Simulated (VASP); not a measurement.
# ZnO (P6_3mc) in VASP: single point with LDA

Aim: the single point of ZnO with LDA.

Program: VASP 6.6.1. These are calculated values, not measurements. Logs are shortened: lines on timing, memory, paths and dates and some standing lists are left out, and cuts for length are marked.

### 1 The cell of the first run

It takes space group P6_3mc (No. 186, hexagonal). Conventional cell: a = 3.145 Å, b = 3.145 Å, c = 5.086 Å, α = 90.00°, β = 90.00°, γ = 120.00°. Zn (site symmetry 3m) has 4 O at 1.92 Å within 2.5 Å. O (site symmetry 3m) has 4 Zn at 1.92 Å within 2.5 Å.

### 2 Single point, LDA

INCAR reads:

```
SYSTEM = ZnO
ALGO = Normal ; EDIFF = 1E-6
ENCUT = 1340 ; GGA = CA
GGA_COMPAT = .FALSE. ; ISIF = 2
ISMEAR = 0 ; LASPH = .TRUE.
LCHARG = .FALSE. ; LREAL = .FALSE.
LWAVE = .FALSE. ; NBANDS = 26
NELM = 120 ; PREC = Accurate
SIGMA = 0.01
```

KPOINTS reads:

```
k-points
0
G
  12 12 6
  0 0 0
```

POSCAR reads:

```
ZnO
1.0
    3.1445047041      0.0000000000      0.0000000000
   -1.5722523521      2.7232209560      0.0000000000
    0.0000000000      0.0000000000      5.0864622827
Zn O
2 2
Direct
    0.3333333333      0.6666666667      0.0019625624
    0.6666666667      0.3333333333      0.5019625624
    0.3333333333      0.6666666667      0.3801374376
    0.6666666667      0.3333333333      0.8801374376
```

Potentials or basis: VASP PAW LDA potentials, release 64 (Zn, O_h).

Command:

```bash
$ cat potpaw_LDA.64/Zn/POTCAR potpaw_LDA.64/O_h/POTCAR > POTCAR
$ mpirun -np 1 vasp_std > vasp.out
```

OUTCAR:

```text
SYSTEM = ZnO
   EDIFF = 1E-6
   ENCUT = 1340
   GGA = CA
   ISIF = 2
   ISMEAR = 0
   LASPH = .TRUE.
   LREAL = .FALSE.
   NELM = 120
   PREC = Accurate

 ion  position               nearest neighbor table
   1  0.333  0.667  0.002-   4 1.92   4 1.92   4 1.92   3 1.92
   2  0.667  0.333  0.502-   3 1.92   3 1.92   3 1.92   4 1.92
   3  0.333  0.667  0.380-   2 1.92   2 1.92   2 1.92   1 1.92
   4  0.667  0.333  0.880-   1 1.92   1 1.92   1 1.92   2 1.92

  LATTYP: Found a hexagonal cell.
 ALAT       =     3.1445047041
 C/A-ratio  =     1.6175718472

  Lattice vectors:

 A1 = (   3.1445047041,   0.0000000000,   0.0000000000)
 A2 = (  -1.5722523521,   2.7232209560,   0.0000000000)
 A3 = (   0.0000000000,   0.0000000000,   5.0864622827)

Analysis of symmetry for initial positions (statically):
=====================================================================
 Subroutine PRICEL returns:
 Original cell was already a primitive cell.

 Routine SETGRP: Setting up the symmetry group for a
 hexagonal supercell.

 Subroutine GETGRP returns: Found 12 space group operations
 (whereof  6 operations were pure point group operations)
 out of a pool of 24 trial point group operations.

The static configuration has the point symmetry C_3v.
 The point group associated with its full space group is C_6v.

Analysis of symmetry for dynamics (positions and initial velocities):
=====================================================================
 Subroutine PRICEL returns:
 Original cell was already a primitive cell.

 Routine SETGRP: Setting up the symmetry group for a
 hexagonal supercell.

 Subroutine GETGRP returns: Found 12 space group operations
 (whereof  6 operations were pure point group operations)
 out of a pool of 24 trial point group operations.

The dynamic configuration has the point symmetry C_3v.
 The point group associated with its full space group is C_6v.

 Subroutine INISYM returns: Found 12 space group operations
 (whereof  6 operations are pure point group operations),
 and found     1 'primitive' translations

----------------------------------------------------------------------------------------

                                     Primitive cell

  volume of cell :      43.5563

  direct lattice vectors                    reciprocal lattice vectors
     3.144504704  0.000000000  0.000000000     0.318015107  0.183606108  0.000000000
    -1.572252352  2.723220956  0.000000000     0.000000000  0.367212215  0.000000000
     0.000000000  0.000000000  5.086462283     0.000000000  0.000000000  0.196600298

  length of vectors
     3.144504704  3.144504704  5.086462283     0.367212215  0.367212215  0.196600298

  position of ions in fractional coordinates (direct lattice)
     0.333333333  0.666666667  0.001962562
     0.666666667  0.333333333  0.501962562
     0.333333333  0.666666667  0.380137438
     0.666666667  0.333333333  0.880137438

  ion indices of the primitive-cell ions
   primitive index   ion index
                 1           1
                 2           2
                 3           3
                 4           4

----------------------------------------------------------------------------------------

 KPOINTS: k-points

Automatic generation of k-mesh.
 Grid dimensions read from file:
 generate k-points for:   12   12    6

 Generating k-lattice:

  Cartesian coordinates                     Fractional coordinates (reciprocal lattice)
     0.026501259  0.015300509  0.000000000     0.083333333  0.000000000  0.000000000
     0.000000000  0.030601018  0.000000000     0.000000000  0.083333333  0.000000000
     0.000000000  0.000000000  0.032766716     0.000000000  0.000000000  0.166666667

  Length of vectors
     0.030601018  0.030601018  0.032766716

  Shift w.r.t. Gamma in fractional coordinates (k-lattice)
     0.000000000  0.000000000  0.000000000

 Subroutine IBZKPT returns following result:
 ===========================================

 Found     76 irreducible k-points:

 Following reciprocal coordinates:
            Coordinates               Weight
  0.000000  0.000000  0.000000      1.000000
  0.083333  0.000000  0.000000      6.000000
  0.166667  0.000000  0.000000      6.000000
  0.250000  0.000000  0.000000      6.000000
  0.333333  0.000000  0.000000      6.000000
  0.416667  0.000000  0.000000      6.000000
[... 16 lines left out ...]
  0.250000  0.000000  0.166667     12.000000
  0.333333  0.000000  0.166667     12.000000
 [... further k-points ...]
   k-points           NKPTS =     76   k-points in BZ     NKDIM =     76   number of bands    NBANDS=     26
   number of dos      NEDOS =    301   number of ions     NIONS =      4
   total plane-waves  NPLWV = 102400
   dimension x,y,z NGX =    40 NGY =   40 NGZ =   64
   dimension x,y,z NGXF=    80 NGYF=   80 NGZF=  128
   ions per type =               2   2
   NGX,Y,Z   is equivalent  to a cutoff of  21.15, 21.15, 20.92 a.u.
   NGXF,Y,Z  is equivalent  to a cutoff of  42.29, 42.29, 41.84 a.u.
 SYSTEM =  ZnO
   PREC   = accura    normal or accurate (medium, high low for compatibility)
   ISTART =      0    job   : 0-new  1-cont  2-samecut
   ICHARG =      2    charge: 1-file 2-atom 10-const
   ISPIN  =      1    spin polarized calculation?
   LNONCOLLINEAR =      F non collinear calculations
   LSORBIT =      F    spin-orbit coupling
   LASPH  =      T    aspherical Exc in radial PAW
   ENCUT  = 1340.0 eV  98.49 Ry    9.92 a.u.   9.39  9.39 15.18*2*pi/ulx,y,z
   NELM   =    120;   NELMIN=  2; NELMDL= -5     # of ELM steps
   EDIFF  = 0.1E-05   stopping-criterion for ELM
   LREAL  =      F    real-space projection
   EDIFFG = 0.1E-04   stopping-criterion for IOM
   NSW    =      0    number of steps for IOM
   IBRION =     -1    ionic relax: 0-MD 1-quasi-New 2-CG
   NFREE  =      0    steps in history (QN), initial steepest desc. (CG)
   ISIF   =      2    stress and relaxation
   ISYM   =      2    0-nonsym 1-usesym 2-fastsym
   POTIM  = 0.5000    time-step for ionic-motion
   TEBEG  =    0.0;   TEEND  =   0.0 temperature during run
   PSTRESS=    0.0 pullay stress
   NELECT =      36.0000    total number of electrons
   NUPDOWN=      -1.0000    fix difference up-down
   EMIN   =  10.00;   EMAX   =-10.00  energy-range for DOS
   EFERMI =   0.00;   METHOD = LEGACY
   ISMEAR =     0;   SIGMA  =   0.01  broadening in eV -4-tet -1-fermi 0-gaus
   EFERMI_NEDOS =   21; number of points for ismear=-14 and -15
   IALGO  =     38    algorithm
   IMIX   =      4    mixing-type and parameters
     AMIX     =   0.40;   BMIX     =  1.00
     AMIX_MAG =   1.60;   BMIX_MAG =  1.00
  volume/ion in A,a.u.               =      10.89        73.48
  Fermi-wavevector in a.u.,A,eV,Ry     =   1.536357  2.903293 32.115075  2.360391
  Thomas-Fermi vector in A             =   2.643017
   LORBIT       =      0    0 simple, 1 ext, 2 COOP (PROOUT), +10 PAW based schemes
   GGA     = CA    functional components
   LHFCALC =     F    Hartree Fock is set to
   AEXX    =    0.0000 exact exchange contribution
   IVDW    =     0    specifies the selected vdW correction
   LEPSILON=     F    determine dielectric tensor
   LRPA    =     F    only Hartree local field effects (RPA)
 non-spin polarized calculation
 Gauss-broadening in eV      SIGMA  =   0.01
  energy-cutoff  :     1340.00
  volume of cell :       43.56
 maximum number of plane-waves:      4914
 NGX is ok and might be reduce to    40
   NGX = 19   NGY = 19   NGZ = 31

 number of electron      36.0000001 magnetization

 Free energy of the ion-electron system (eV)
  ---------------------------------------------------
  ext. energy  EPLUGINS =         0.00000000
  ---------------------------------------------------
  free energy    TOTEN  =       -21.12067532 eV

  energy without entropy =      -21.12067532  energy(sigma->0) =      -21.12067532

 E-fermi :   2.1888     XC(G=0): -11.9466

 val. band max:        2.1079147702   @ k =   0.0000   0.0000   0.0000
 cond. band min:       2.9829933740   @ k =   0.0000   0.0000   0.0000
 fundamental gap:      0.8750786037
 Fermi energy:         2.1888014615

 k-point     1 :       0.0000    0.0000    0.0000
  band No.  band energies     occupation
      1     -16.4745      2.00000
      2     -15.5629      2.00000
      3      -4.3600      2.00000
      4      -4.1539      2.00000
      5      -4.1539      2.00000
      6      -4.1155      2.00000
[... 18 lines left out ...]
     25      16.6987      0.00000
     26      16.6987      0.00000

 k-point     2 :       0.0833    0.0000    0.0000
  band No.  band energies     occupation
      1     -16.4261      2.00000
      2     -15.5409      2.00000
      3      -4.3029      2.00000
      4      -4.2039      2.00000
      5      -4.1283      2.00000
      6      -4.0852      2.00000
[... 18 lines left out ...]
     25      16.5224      0.00000
     26      16.8096      0.00000

 k-point     3 :       0.1667    0.0000    0.0000
  band No.  band energies     occupation
      1     -16.2898      2.00000
      2     -15.4821      2.00000
      3      -4.3721      2.00000
      4      -4.1026      2.00000
      5      -4.0612      2.00000
      6      -4.0402      2.00000
[... 18 lines left out ...]
     25      16.4903      0.00000
     26      16.9124      0.00000

 k-point     4 :       0.2500    0.0000    0.0000
  band No.  band energies     occupation
      1     -16.0909      2.00000
      2     -15.4073      2.00000
      3      -4.5168      2.00000
      4      -4.1061      2.00000
      5      -3.9791      2.00000
      6      -3.8966      2.00000
[... 18 lines left out ...]
     25      15.8243      0.00000
     26      16.7324      0.00000
[... 496 lines left out ...]
      1     -16.2380      2.00000
      2     -15.5385      2.00000
      3      -4.4216      2.00000
      4      -4.2837      2.00000
      5      -4.0500      2.00000
      6      -4.0236      2.00000
[... 18 lines left out ...]
     25      15.5838      0.00000
     26      16.6653      0.00000

 k-point    23 :       0.2500    0.0000    0.1667
  band No.  band energies     occupation
      1     -16.0458      2.00000
      2     -15.4534      2.00000
      3      -4.5569      2.00000
      4      -4.2718      2.00000
      5      -3.9628      2.00000
      6      -3.9072      2.00000
[... 18 lines left out ...]
     25      15.8224      0.00000
     26      16.5905      0.00000

 k-point    24 :       0.3333    0.0000    0.1667
  band No.  band energies     occupation
      1     -15.8340      2.00000
      2     -15.3788      2.00000
      3      -4.6401      2.00000
      4      -4.3198      2.00000
      5      -3.8896      2.00000
      6      -3.7628      2.00000
[... 18 lines left out ...]
     25      15.8461      0.00000
     26      16.5872      0.00000

 [... further k-points ...]

------------------------ aborting loop because EDIFF is reached ----------------------------------------

  FORCE on cell =-STRESS in cart. coord.  units (eV):
  Direction    XX          YY          ZZ          XY          YZ          ZX
  --------------------------------------------------------------------------------------
  -------------------------------------------------------------------------------------
  Total        2.2790062      2.2790062      2.2746883     -0.0000000      0.0000000      0.0000000
  in kB       83.8310943     83.8310943     83.6722654     -0.0000000      0.0000000      0.0000000
  external PRESSURE =      83.7781514 kB  Pullay stress =       0.0000000 kB

 VOLUME and BASIS-vectors are now :
 -----------------------------------------------------------------------------
  energy-cutoff  :     1340.00
  volume of cell :       43.56
      direct lattice vectors                 reciprocal lattice vectors
     3.144504704  0.000000000  0.000000000     0.318015107  0.183606108  0.000000000
    -1.572252352  2.723220956  0.000000000     0.000000000  0.367212215  0.000000000
     0.000000000  0.000000000  5.086462283     0.000000000  0.000000000  0.196600298

 POSITION                                       TOTAL-FORCE (eV/Angst)
 -----------------------------------------------------------------------------------
     -0.00000      1.81548      0.00998         0.000000     -0.000000      0.000973
      1.57225      0.90774      2.55321        -0.000000      0.000000      0.000973
     -0.00000      1.81548      1.93355         0.000000     -0.000000     -0.000973
      1.57225      0.90774      4.47679         0.000000      0.000000     -0.000973
 -----------------------------------------------------------------------------------
    total drift:                               -0.000000      0.000000      0.000037

  FREE ENERGIE OF THE ION-ELECTRON SYSTEM (eV)
  ---------------------------------------------------
  free  energy   TOTEN  =       -21.1206753195 eV

  energy  without entropy=      -21.1206753195  energy(sigma->0) =      -21.12067532
```

It took 4.5 min on 1 thread of Intel Xeon Platinum 8375C at 2.90GHz (Ice Lake), shared host; peak memory 0.45 GiB.

What came out:

* Free energy: -21.1207 eV
* Pressure: 8.4 GPa
* Band gap on the k mesh: 0.88 eV

Levels at points of the mesh, in eV from the valence-band top:
```csv
k point,band 14,band 15,band 16,band 17,band 18,band 19,band 20,band 21,band 22,band 23
"(0.00, 0.00, 0.00)",-0.91,-0.91,-0.12,0.00,0.00,0.88,5.45,8.33,13.18,13.18
"(0.50, 0.00, 0.00)",-3.90,-3.15,-2.59,-1.48,-0.96,6.07,6.82,7.49,8.99,10.88
"(0.00, 0.00, 0.50)",-2.36,-0.45,-0.45,-0.45,-0.45,3.59,3.59,10.21,10.21,13.48
"(0.50, 0.00, 0.50)",-4.02,-1.72,-1.72,-1.58,-1.58,5.70,5.70,8.81,8.81,11.48
```

Caveat: the cell stands under pressure.
